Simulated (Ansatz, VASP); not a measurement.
# Two plane-wave programs on Si2Mo

```
Si Mo
1.0
    -1.60000    1.60000    3.93050
     1.60000   -1.60000    3.93050
     1.60000    1.60000   -3.93050
Si Mo
2 1
Direct
  0.33300 0.33300 0.00000
  0.66700 0.66700 0.00000
  0.00000 0.00000 0.00000
```

Alike in both runs: task relaxation of cell and atoms; functional PBEsol; k mesh 18 × 18 × 18; occupations gaussian, width 0.1 eV; no spin polarisation.

```csv
,VASP,Ansatz
version,VASP 6.6.1,Ansatz 0.2.0
potentials or method,"VASP PAW PBE potentials, release 64 (Si, Mo_sv), cutoff 600 eV","scalar-relativistic, plane waves, PAW"
valence electrons in the cell,22,22
```

```csv
,VASP,Ansatz,Ansatz less VASP
"gap on the k mesh at the Fermi level, each at its own relaxed structure (eV)",none,none,-
relaxed volume (Å³/atom),13.29,13.27,-0.018
relaxed cell length with the largest relative difference (Å),4.517,4.515,-0.0016
```

VASP's potentials were made for PBE, not for PBEsol, and Ansatz warns of the same on its side. A gap of «none» marks a metal or a gap that the smearing closes.
